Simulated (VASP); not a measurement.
# KBr (Fm-3m) in VASP: further runs

Aim: see how the results for KBr move with the level of theory and the settings. Levels: PBEsol, BLYP, PBE+D3(BJ). Tasks: single point.

All numbers are computed with VASP 6.6.1; they aren't measurements. Logs are shortened: lines on timing, memory, paths and dates and some standing lists are left out, and cuts for length are marked.

## 1. The cell of the first run

Symmetry: Fm-3m, No. 225, cubic system. Conventional cell: a = 6.549 Å, b = 6.549 Å, c = 6.549 Å, α = 90.00°, β = 90.00°, γ = 90.00°. Within 4.3 Å of Br (site symmetry m-3m) lie 6 K at 3.27 Å. Within 4.3 Å of K (site symmetry m-3m) lie 6 Br at 3.27 Å.

## 2. Single point, PBEsol

The input, INCAR:

```
PREC     = Accurate       # precision mode
ENCUT    = 520            # plane-wave cutoff, eV
EDIFF    = 1E-7           # SCF threshold, eV
ISMEAR   = -1             # smearing method
SIGMA    = 0.05           # smearing width, eV
LREAL    = F              # projectors in reciprocal space
LASPH    = T              # aspherical terms in the spheres
NELM     = 100            # most SCF steps
ALGO     = Normal         # electronic algorithm
ISIF     = 2              # what is computed and relaxed
LWAVE    = F              # write WAVECAR
LCHARG   = F              # write CHGCAR
GGA      = PS             # functional
NBANDS   = 15             # bands
```

The input, KPOINTS:

```
Automatic mesh
0
Gamma
  7 7 7
```

The input, POSCAR:

```
KBr
1.0
    0.0000000000      3.2745235637      3.2745235637
    3.2745235637      0.0000000000      3.2745235637
    3.2745235637      3.2745235637      0.0000000000
Br K
1 1
Direct
    0.5000000000      0.5000000000      0.5000000000
    0.0000000000      0.0000000000      0.0000000000
```

Potentials or basis: VASP PAW PBE potentials, release 64 (Br, K_sv).

Run with:

```
cat potpaw_PBE.64/Br/POTCAR potpaw_PBE.64/K_sv/POTCAR > POTCAR
mpirun -np 1 vasp_std > vasp.out
```

OUTCAR:

```text
PREC = Accurate
   ENCUT = 520
   EDIFF = 1E-7
   ISMEAR = -1
   LREAL = F
   LASPH = T
   NELM = 100
   ISIF = 2
   GGA = PS

 ion  position               nearest neighbor table
   1  0.500  0.500  0.500-   2 3.27   2 3.27   2 3.27   2 3.27   2 3.27   2 3.27
   2  0.000  0.000  0.000-   1 3.27   1 3.27   1 3.27   1 3.27   1 3.27   1 3.27

  LATTYP: Found a face centered cubic cell.
 ALAT       =     6.5490471274

  Lattice vectors:

 A1 = (   0.0000000000,   3.2745235637,   3.2745235637)
 A2 = (   3.2745235637,   0.0000000000,   3.2745235637)
 A3 = (   3.2745235637,   3.2745235637,   0.0000000000)

Analysis of symmetry for initial positions (statically):
=====================================================================
 Subroutine PRICEL returns:
 Original cell was already a primitive cell.

 Routine SETGRP: Setting up the symmetry group for a
 face centered cubic supercell.

 Subroutine GETGRP returns: Found 48 space group operations
 (whereof 48 operations were pure point group operations)
 out of a pool of 48 trial point group operations.

The static configuration has the point symmetry O_h .

Analysis of symmetry for dynamics (positions and initial velocities):
=====================================================================
 Subroutine PRICEL returns:
 Original cell was already a primitive cell.

 Routine SETGRP: Setting up the symmetry group for a
 face centered cubic supercell.

 Subroutine GETGRP returns: Found 48 space group operations
 (whereof 48 operations were pure point group operations)
 out of a pool of 48 trial point group operations.

The dynamic configuration has the point symmetry O_h .

 Subroutine INISYM returns: Found 48 space group operations
 (whereof 48 operations are pure point group operations),
 and found     1 'primitive' translations

----------------------------------------------------------------------------------------

                                     Primitive cell

  volume of cell :      70.2222

  direct lattice vectors                    reciprocal lattice vectors
     0.000000000  3.274523564  3.274523564    -0.152693969  0.152693969  0.152693969
     3.274523564  0.000000000  3.274523564     0.152693969 -0.152693969  0.152693969
     3.274523564  3.274523564  0.000000000     0.152693969  0.152693969 -0.152693969

  length of vectors
     4.630875634  4.630875634  4.630875634     0.264473713  0.264473713  0.264473713

  position of ions in fractional coordinates (direct lattice)
     0.500000000  0.500000000  0.500000000
     0.000000000  0.000000000  0.000000000

  ion indices of the primitive-cell ions
   primitive index   ion index
                 1           1
                 2           2

----------------------------------------------------------------------------------------

 KPOINTS: Automatic mesh

Automatic generation of k-mesh.
 Grid dimensions read from file:
 generate k-points for:    7    7    7

 Generating k-lattice:

  Cartesian coordinates                     Fractional coordinates (reciprocal lattice)
    -0.021813424  0.021813424  0.021813424     0.142857143  0.000000000  0.000000000
     0.021813424 -0.021813424  0.021813424     0.000000000  0.142857143  0.000000000
     0.021813424  0.021813424 -0.021813424     0.000000000  0.000000000  0.142857143

  Length of vectors
     0.037781959  0.037781959  0.037781959

  Shift w.r.t. Gamma in fractional coordinates (k-lattice)
     0.000000000  0.000000000  0.000000000

 Subroutine IBZKPT returns following result:
 ===========================================

 Found     20 irreducible k-points:

 Following reciprocal coordinates:
            Coordinates               Weight
  0.000000  0.000000  0.000000      1.000000
  0.142857  0.000000  0.000000      8.000000
  0.285714  0.000000  0.000000      8.000000
  0.428571  0.000000  0.000000      8.000000
  0.142857  0.142857  0.000000      6.000000
  0.285714  0.142857  0.000000     24.000000
[... 12 lines left out ...]
 -0.428571  0.428571  0.142857     24.000000
 -0.285714  0.428571  0.142857     24.000000
   k-points           NKPTS =     20   k-points in BZ     NKDIM =     20   number of bands    NBANDS=     15
   number of dos      NEDOS =    301   number of ions     NIONS =      2
   total plane-waves  NPLWV =  46656
   dimension x,y,z NGX =    36 NGY =   36 NGZ =   36
   dimension x,y,z NGXF=    72 NGYF=   72 NGZF=   72
   ions per type =               1   1
   NGX,Y,Z   is equivalent  to a cutoff of  12.92, 12.92, 12.92 a.u.
   NGXF,Y,Z  is equivalent  to a cutoff of  25.85, 25.85, 25.85 a.u.
 SYSTEM =  unknown system
   PREC   = accura    normal or accurate (medium, high low for compatibility)
   ISTART =      0    job   : 0-new  1-cont  2-samecut
   ICHARG =      2    charge: 1-file 2-atom 10-const
   ISPIN  =      1    spin polarized calculation?
   LNONCOLLINEAR =      F non collinear calculations
   LSORBIT =      F    spin-orbit coupling
   LASPH  =      T    aspherical Exc in radial PAW
   ENCUT  =  520.0 eV  38.22 Ry    6.18 a.u.   8.61  8.61  8.61*2*pi/ulx,y,z
   NELM   =    100;   NELMIN=  2; NELMDL= -5     # of ELM steps
   EDIFF  = 0.1E-06   stopping-criterion for ELM
   LREAL  =      F    real-space projection
   EDIFFG = 0.1E-05   stopping-criterion for IOM
   NSW    =      0    number of steps for IOM
   IBRION =     -1    ionic relax: 0-MD 1-quasi-New 2-CG
   NFREE  =      0    steps in history (QN), initial steepest desc. (CG)
   ISIF   =      2    stress and relaxation
   ISYM   =      2    0-nonsym 1-usesym 2-fastsym
   POTIM  = 0.5000    time-step for ionic-motion
   TEBEG  =    0.0;   TEEND  =   0.0 temperature during run
   PSTRESS=    0.0 pullay stress
   NELECT =      16.0000    total number of electrons
   NUPDOWN=      -1.0000    fix difference up-down
   EMIN   =  10.00;   EMAX   =-10.00  energy-range for DOS
   EFERMI =   0.00;   METHOD = LEGACY
   ISMEAR =    -1;   SIGMA  =   0.05  broadening in eV -4-tet -1-fermi 0-gaus
   EFERMI_NEDOS =   21; number of points for ismear=-14 and -15
   IALGO  =     38    algorithm
   IMIX   =      4    mixing-type and parameters
     AMIX     =   0.40;   BMIX     =  1.00
     AMIX_MAG =   1.60;   BMIX_MAG =  1.00
  volume/ion in A,a.u.               =      35.11       236.94
  Fermi-wavevector in a.u.,A,eV,Ry     =   0.999900  1.889538 13.603114  0.999801
  Thomas-Fermi vector in A             =   2.132221
   LORBIT       =      0    0 simple, 1 ext, 2 COOP (PROOUT), +10 PAW based schemes
   GGA     = PS    functional components
   LHFCALC =     F    Hartree Fock is set to
   AEXX    =    0.0000 exact exchange contribution
   IVDW    =     0    specifies the selected vdW correction
   LEPSILON=     F    determine dielectric tensor
   LRPA    =     F    only Hartree local field effects (RPA)
 non-spin polarized calculation
  energy-cutoff  :      520.00
  volume of cell :       70.22
 maximum number of plane-waves:      1917
   NGX = 17   NGY = 17   NGZ = 17

 number of electron      16.0000000 magnetization

 Free energy of the ion-electron system (eV)
  ---------------------------------------------------
  ext. energy  EPLUGINS =         0.00000000
  ---------------------------------------------------
  free energy    TOTEN  =        -6.45985689 eV

  energy without entropy =       -6.45985689  energy(sigma->0) =       -6.45985689

 E-fermi :  -0.6672     XC(G=0):  -7.6435

 val. band max:       -1.7340399072   @ k =   0.0000   0.0000   0.0000
 cond. band min:       2.6019428697   @ k =   0.0000   0.0000   0.0000
 fundamental gap:      4.3359827769
 Fermi energy:        -0.6671747026

 k-point     1 :       0.0000    0.0000    0.0000
  band No.  band energies     occupation
      1     -29.2975      2.00000
      2     -14.0699      2.00000
      3     -12.8423      2.00000
      4     -12.8423      2.00000
      5     -12.8423      2.00000
      6      -1.7340      2.00000
      7      -1.7340      2.00000
      8      -1.7340      2.00000
      9       2.6019      0.00000
     10       5.7949      0.00000
     11       5.7949      0.00000
     12       5.7949      0.00000
     13       6.6492      0.00000
     14       6.6492      0.00000
     15       9.7117      0.00000

 k-point     2 :       0.1429    0.0000    0.0000
  band No.  band energies     occupation
      1     -29.2962      2.00000
      2     -14.1060      2.00000
      3     -12.8435      2.00000
      4     -12.8435      2.00000
      5     -12.7921      2.00000
      6      -2.0386      2.00000
      7      -1.8069      2.00000
      8      -1.8069      2.00000
      9       3.1215      0.00000
     10       5.6627      0.00000
     11       6.0432      0.00000
     12       6.0432      0.00000
     13       6.9266      0.00000
     14       6.9266      0.00000
     15      10.4611      0.00000

 k-point     3 :       0.2857    0.0000    0.0000
  band No.  band energies     occupation
      1     -29.2934      2.00000
      2     -14.1788      2.00000
      3     -12.8461      2.00000
      4     -12.8461      2.00000
      5     -12.6869      2.00000
      6      -2.5843      2.00000
      7      -1.9617      2.00000
      8      -1.9617      2.00000
      9       4.1233      0.00000
     10       5.7522      0.00000
     11       6.7246      0.00000
     12       6.7246      0.00000
     13       7.6701      0.00000
     14       7.6701      0.00000
     15      10.2330      0.00000
[... 271 lines left out ...]
 k-point    19 :      -0.4286    0.4286    0.1429
  band No.  band energies     occupation
      1     -29.2891      2.00000
      2     -14.0461      2.00000
      3     -12.9133      2.00000
      4     -12.8931      2.00000
      5     -12.7891      2.00000
      6      -2.5582      2.00000
      7      -2.1698      2.00000
      8      -2.1543      2.00000
      9       4.6000      0.00000
     10       5.8373      0.00000
     11       6.8360      0.00000
     12       7.8700      0.00000
     13       8.0640      0.00000
     14       8.9385      0.00000
     15       9.4357      0.00000

 k-point    20 :      -0.2857    0.4286    0.1429
  band No.  band energies     occupation
      1     -29.2889      2.00000
      2     -14.0724      2.00000
      3     -12.9192      2.00000
      4     -12.8921      2.00000
      5     -12.7457      2.00000
      6      -2.4520      2.00000
      7      -2.3959      2.00000
      8      -2.1799      2.00000
      9       5.2172      0.00000
     10       5.9736      0.00000
     11       6.6012      0.00000
     12       7.3228      0.00000
     13       8.7707      0.00000
     14       8.8000      0.00000
     15       9.6234      0.00000

------------------------ aborting loop because EDIFF is reached ----------------------------------------

  FORCE on cell =-STRESS in cart. coord.  units (eV):
  Direction    XX          YY          ZZ          XY          YZ          ZX
  --------------------------------------------------------------------------------------
  -------------------------------------------------------------------------------------
  Total        0.0279595      0.0279595      0.0279595      0.0000000      0.0000000      0.0000000
  in kB        0.6379195      0.6379195      0.6379195      0.0000000      0.0000000      0.0000000
  external PRESSURE =       0.6379195 kB  Pullay stress =       0.0000000 kB

 VOLUME and BASIS-vectors are now :
 -----------------------------------------------------------------------------
  energy-cutoff  :      520.00
  volume of cell :       70.22
      direct lattice vectors                 reciprocal lattice vectors
     0.000000000  3.274523564  3.274523564    -0.152693969  0.152693969  0.152693969
     3.274523564  0.000000000  3.274523564     0.152693969 -0.152693969  0.152693969
     3.274523564  3.274523564  0.000000000     0.152693969  0.152693969 -0.152693969

 POSITION                                       TOTAL-FORCE (eV/Angst)
 -----------------------------------------------------------------------------------
      3.27452      3.27452      3.27452        -0.000000     -0.000000      0.000000
      0.00000      0.00000      0.00000         0.000000      0.000000     -0.000000
 -----------------------------------------------------------------------------------
    total drift:                                0.000000      0.000000      0.000000

  FREE ENERGIE OF THE ION-ELECTRON SYSTEM (eV)
  ---------------------------------------------------
  free  energy   TOTEN  =        -6.4598568861 eV

  energy  without entropy=       -6.4598568860  energy(sigma->0) =       -6.45985689
```

It took 13 s on 1 thread of Intel Xeon Platinum 8488C (Sapphire Rapids), shared host; peak memory 0.21 GiB.

Results:

| Property | Result |
| --- | --- |
| Free energy | -6.4599 eV |
| Pressure | 0.1 GPa |
| Band gap on the k mesh | 4.34 eV, direct |

Levels at points of the mesh, in eV from the valence-band top:
| k point | band 6 | band 7 | band 8 | band 9 | band 10 | band 11 |
| --- | --- | --- | --- | --- | --- | --- |
| (0.00, 0.00, 0.00) | 0.00 | 0.00 | 0.00 | 4.34 | 7.53 | 7.53 |

Caveat: the PAW data sets were made with another functional, which shifts forces and pressure a little.

(Part 1 of 2 ends here.)
